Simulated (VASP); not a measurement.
A run of VASP 6.6.1 is set up as follows.

File INCAR:

```
PREC     = Accurate       # precision mode
ENCUT    = 600            # plane-wave cutoff, eV
EDIFF    = 1E-6           # SCF threshold, eV
ISMEAR   = 1              # smearing method
SIGMA    = 0.188          # smearing width, eV
LREAL    = F              # projectors in reciprocal space
LASPH    = T              # aspherical terms in the spheres
NELM     = 120            # most SCF steps
ALGO     = Normal         # electronic algorithm
ISIF     = 2              # what is computed and relaxed
LWAVE    = F              # write WAVECAR
LCHARG   = F              # write CHGCAR
GGA      = PE             # functional
NBANDS   = 11             # bands
GGA_COMPAT= F
```

KPOINTS

```
Automatic mesh
0
Gamma
  8 8 8
```

Contents of POSCAR:

```
BN
1.0
    0.0000000000      1.7458259346      1.7458259346
    1.7458259346      0.0000000000      1.7458259346
    1.7458259346      1.7458259346      0.0000000000
B N
1 1
Direct
    0.0000000000      0.0000000000      0.0000000000
    0.5000000000      0.5000000000      0.5000000000
```

Potentials or basis: VASP PAW PBE potentials, release 64 (B, N).

The run is started by

```bash
$ cat potpaw_PBE.64/B/POTCAR potpaw_PBE.64/N/POTCAR > POTCAR
$ mpirun -np 1 vasp_std > vasp.out
```

(1) What does it give for the pressure?

(2) Estimate the band gap on the k mesh.

## Answers

(1) 3.6 GPa.

(2) 1.33 eV, indirect (least direct gap 5.85 eV).
